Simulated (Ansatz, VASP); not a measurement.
## P: VASP beside Ansatz

The input INCAR:

```
SYSTEM = P
PREC = Accurate
ENCUT = 520
EDIFF = 1E-6
ISMEAR = 0
SIGMA = 0.05
LREAL = .False.
LASPH = .True.
NELM = 60
ALGO = Normal
ISIF = 2
LWAVE = .False.
LCHARG = .False.
GGA = PS
NBANDS = 18
```

File KPOINTS:

```
Automatic mesh
0
Gamma
  8 1 6
  0 0 0
```

POSCAR

```
P
1.0
    3.2858964895      0.0226793120      0.0276072543
    0.2407427012     34.8641786240     -0.0765103064
    0.0389432839     -0.0101673094      4.6932788808
P
4
Direct
   -0.1306547033      0.9692977855      0.5207844379
    0.1049442007      0.0279712326      0.4443744442
    0.4453424464      0.0364467897      0.1569943225
    0.5803680562      0.9662841922      0.8778467953
```

Input for Ansatz:

```yaml
crystal:
  lattice:
    - [3.2858964895, 0.022679312, 0.0276072543]
    - [0.2407427012, 34.864178624, -0.0765103064]
    - [0.0389432839, -0.0101673094, 4.6932788808]
  atoms:
    - { symbol: P, position: [-0.1306547033, 0.9692977855, 0.5207844379] }
    - { symbol: P, position: [0.1049442007, 0.0279712326, 0.4443744442] }
    - { symbol: P, position: [0.4453424464, 0.0364467897, 0.1569943225] }
    - { symbol: P, position: [0.5803680562, 0.9662841922, 0.8778467953] }
basis:
  ecutwfc: 420
kpoints:
  mp_grid: { grid: [8, 1, 6] }
hamiltonian:
  xc: pbesol
scf:
  occupations: { method: gaussian, width: 0.05 }
output:
  forces: true
  stress: true
  eigenvalues: true
```

Change from the starting cell: all atoms moved at random (sigma 0.22 Å a component), cell strained at random (sigma 0.01).

Alike in both runs: task single point; functional PBEsol; k mesh 8 × 1 × 6; occupations gaussian, width 0.05 eV; no spin polarisation.

|  | VASP | Ansatz |
| --- | --- | --- |
| version | VASP 6.6.1 | Ansatz 0.2.0 |
| potentials or method | VASP PAW PBE potentials, release 64 (P), cutoff 520 eV | scalar-relativistic, plane waves, PAW |
| valence electrons in the cell | 20 | 20 |

Ansatz gave:

* gap on the k mesh at the Fermi level (eV): 0.13
* least direct gap on the mesh (eV): 0.25
* rms of the force components (eV/Å): 4.464

Q: Which values does VASP return?

A: gap on the k mesh at the Fermi level (eV): 0.11; least direct gap on the mesh (eV): 0.25; rms of the force components (eV/Å): 4.414.

VASP's potentials were made for PBE, not for PBEsol. Atom by atom the forces differ by 0.052 eV/Å (rms over components). The functional is the same, so the differences come from potentials, cutoffs and numerics.
